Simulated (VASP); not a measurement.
**Ge3B2C3: single point with PBE**

Ge3B2C3:

```
Ge B C
1.0
     4.26536   -2.44788    0.00050
     4.26536    2.44788    0.00050
    -2.58136    0.00000    5.34600
Ge B C
3 2 3
Direct
  0.87286 0.77320 0.96017
  0.73301 0.26699 0.50000
  0.22680 0.12714 0.03983
  0.39999 0.93291 0.49992
  0.06709 0.60001 0.50008
  0.11319 0.88681 0.50000
  0.75253 0.66389 0.56050
  0.33611 0.24747 0.43950
```

The cell was generated, and may not be a known phase.

| Property | Result |
| --- | --- |
| Program | VASP 6.6.1 |
| Task | single point |
| Functional | PBE |
| Potentials or basis | VASP PAW PBE potentials, release 64 (Ge_d, B, C) |
| Cutoff | 520 eV |
| k mesh | 8 × 8 × 6 |
| Occupations | gaussian, width 0.1 eV |
| Spin | no spin polarisation |
| Dipole correction | no |
| Further INCAR settings | ALGO = Normal; EDIFF = 1e-06; NBANDS = 40 |

The pressure is 0.0 GPa. The largest force is 0.049 eV/Å. The band gap on the k mesh is zero (bands 30 and 31 overlap by 0.48 eV).

Forces in eV/Å, atoms in the order of the input:
```
Ge  -0.001 -0.001  0.003
Ge   0.000 -0.015  0.000
Ge   0.001 -0.001 -0.003
B    0.005 -0.003 -0.002
B   -0.005 -0.003  0.002
C    0.000  0.049  0.000
C   -0.027 -0.014  0.001
C    0.027 -0.014 -0.001
```

Levels at points of the mesh, in eV from the Fermi level:
```tsv
k point	band 26	band 27	band 28	band 29	band 30	band 31	band 32	band 33	band 34	band 35
(0.00, 0.00, 0.00)	-1.60	-1.30	-1.27	-0.80	-0.48	1.56	1.86	2.14	4.35	4.36
(0.50, 0.00, 0.00)	-3.06	-2.67	-1.95	-1.36	-0.78	1.61	3.08	4.00	4.77	5.05
(0.50, 0.50, 0.00)	-2.57	-2.44	-2.15	-1.20	-0.97	0.04	1.65	3.67	3.94	4.65
(0.00, 0.00, 0.50)	-1.42	-1.35	-1.09	-1.02	-0.04	0.12	1.80	2.73	3.09	3.27
(0.50, 0.00, 0.50)	-2.71	-2.52	-1.73	-1.21	-1.14	-0.38	2.13	3.70	3.93	4.59
(0.50, 0.50, 0.50)	-3.17	-2.52	-2.42	-1.12	-0.61	1.33	3.85	4.00	4.79	5.21
```

Run time: 7.6 min on 1 thread of AMD EPYC 9R45 96-Core Processor (Zen 5), with other jobs on the host, peak memory 0.52 GiB.
